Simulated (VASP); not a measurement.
A run of VASP 6.6.1:

Contents of INCAR:

```
SYSTEM = MoS2
ALGO = Normal ; EDIFF = 1E-6
ENCUT = 520 ; GGA = PE
ISIF = 2 ; ISMEAR = 1
LASPH = .TRUE. ; LCHARG = .FALSE.
LREAL = .FALSE. ; LWAVE = .FALSE.
NBANDS = 35 ; NELM = 80
PREC = Accurate ; SIGMA = 0.125
```

Contents of KPOINTS:

```
k-points
0
G
  5 5 2
  0 0 0
```

Contents of POSCAR:

```
MoS2
1.0
    3.1690000000      0.0000000000      0.0000000000
   -1.5845000000      2.7444345000      0.0000000000
    0.0000000000      0.0000000000     12.3240000000
Mo S
2 4
Direct
    0.3333333333      0.6666666667      0.2500000000
    0.6666666667      0.3333333333      0.7500000000
    0.3333333333      0.6666666667      0.6230000000
    0.6666666667      0.3333333333      0.1230000000
    0.3333333333      0.6666666667      0.8770000000
    0.6666666667      0.3333333333      0.3770000000
```

Potentials or basis: VASP PAW PBE potentials, release 64 (Mo_sv, S).

Launch:

```sh
$ cat potpaw_PBE.64/Mo_sv/POTCAR potpaw_PBE.64/S/POTCAR > POTCAR
$ mpirun -np 1 vasp_std > vasp.out
```

Hardware: 1 thread of Intel(R) Xeon(R) 6975P-C (Granite Rapids) (shared host).

**Question.** Estimate the wall time of this run.

**Answer.** Wall time 18 s on 1 thread of Intel(R) Xeon(R) 6975P-C (Granite Rapids) (shared host), peak memory 0.22 GiB. Counts: scf iterations 15, k points 10.
